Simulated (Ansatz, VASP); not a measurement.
## GdTa2Co3 in VASP and in Ansatz

The input INCAR:

```
ALGO = Normal
EDIFF = 1E-6
ENCUT = 600
GGA = PE
GGA_COMPAT = F
ISIF = 2
ISMEAR = 1
ISPIN = 2
LASPH = T
LCHARG = F
LDAU = T
LDAUJ = 0 0 0
LDAUL = 2 3 -1
LDAUPRINT = 1
LDAUTYPE = 2
LDAUU = 1.78 6.41 0
LMAXMIX = 6
LORBIT = 11
LREAL = F
LWAVE = F
MAGMOM = 3 -3 3 -7 0 0
NBANDS = 60
NELM = 200
PREC = Accurate
SIGMA = 0.0153
```

Contents of KPOINTS:

```
k-points
0
Gamma
  5 5 7
```

Contents of POSCAR:

```
GdTa2Co3
1.0
    2.7393954300      4.7447699000      0.0000000000
   -2.7393954300      4.7447699000      0.0000000000
    0.0000000000      0.0000000000      3.2695138400
Co Gd Ta
3 1 2
Direct
    0.5000000000      0.5000000000      0.5000000000
    0.5000000000      0.0000000000      0.5000000000
    0.0000000000      0.5000000000      0.5000000000
    0.0000000000      0.0000000000      0.0000000000
    0.3333000000      0.3334000000      0.0000000000
    0.6666000000      0.6667000000      0.0000000000
```

Input for Ansatz:

```yaml
crystal:
  lattice:
    - [2.73939543, 4.7447699, 0.0]
    - [-2.73939543, 4.7447699, 0.0]
    - [0.0, 0.0, 3.26951384]
  atoms:
    - { symbol: Co, position: [0.5, 0.5, 0.5], spin: 3.0 }
    - { symbol: Co, position: [0.5, 0.0, 0.5], spin: -3.0 }
    - { symbol: Co, position: [0.0, 0.5, 0.5], spin: 3.0 }
    - { symbol: Gd, position: [0.0, 0.0, 0.0], spin: -7.0 }
    - { symbol: Ta, position: [0.3333, 0.3334, 0.0], spin: 0.0 }
    - { symbol: Ta, position: [0.6666, 0.6667, 0.0], spin: 0.0 }
kpoints:
  mp_grid: { grid: [5, 5, 7], shift: [0, 0, 0] }
  band_path:
    path:
      - [0.0, 0.0, 0.0]
      - [0.49999997, -1.1e-07, 0.0]
      - [0.66666655, 0.33333316, 0.0]
      - [0.0, 0.0, 0.0]
      - [0.0, 0.0, 0.5]
      - [0.49999997, -1.1e-07, 0.5]
      - [0.66666655, 0.33333316, 0.5]
      - [0.0, 0.0, 0.5]
      - [0.49999997, -1.1e-07, 0.5]
      - [0.49999997, -1.1e-07, 0.0]
      - [0.66666655, 0.33333316, 0.5]
    npoints: 6
magnetization:
  spin_polarized: true
scf:
  occupations: { method: methfessel_paxton, width: 0.0153 }
  lower_state_search: "off"
  max_iter: 200
hamiltonian:
  pseudopotentials: { kind: paw }
  xc: pbe
  hubbard:
    projectors: all-electron-ortho-atomic
    sites:
      - { species: Co, l: d, u_eff: 1.78 }
      - { species: Gd, l: f, u_eff: 6.41 }
basis:
  ecutwfc: 420
  fft_grid_basis: typed
output:
  forces: true
  stress: true
  eigenvalues: true
  bader: true
  populations: true
  elf: true
  write_potential: true
  volumetric_format: npy
  dos:
    e_range: [-12, 8]
    de: 0.05
    projected: { site_lists: { Co: [Co], Gd: [Gd], Ta: [Ta] } }
checkpoint:
  read: saved_state
```

Alike in both runs: task single point; functional PBE; k mesh 5 × 5 × 7; occupations methfessel-paxton of order 1, width 0.0153 eV; collinear spin; Hubbard terms Co d U = 1.78 eV, Gd f U = 6.41 eV.

|  | VASP | Ansatz |
| --- | --- | --- |
| version | VASP 6.6.1 | Ansatz 0.2.0 |
| potentials or method | VASP PAW PBE potentials, release 64 (Co_sv, Gd, Ta_sv_GW), cutoff 600 eV | PAW plane waves |
| valence electrons in the cell | 95 | 95 |

```tsv
	VASP	Ansatz	Ansatz less VASP
net moment per atom (μB)	1.26	1.26	-0.002
size of the moment on the site where the two differ most (μB)	7.03	7.25	+0.228
```

Site moments also hang on the region over which each program counts them. The programs project onto different local orbitals, so the same U acts differently, and such runs can settle in different states. Ansatz's warnings: filled band counts differ across k points, stability check not made.

Neither program's run includes spin-orbit coupling.
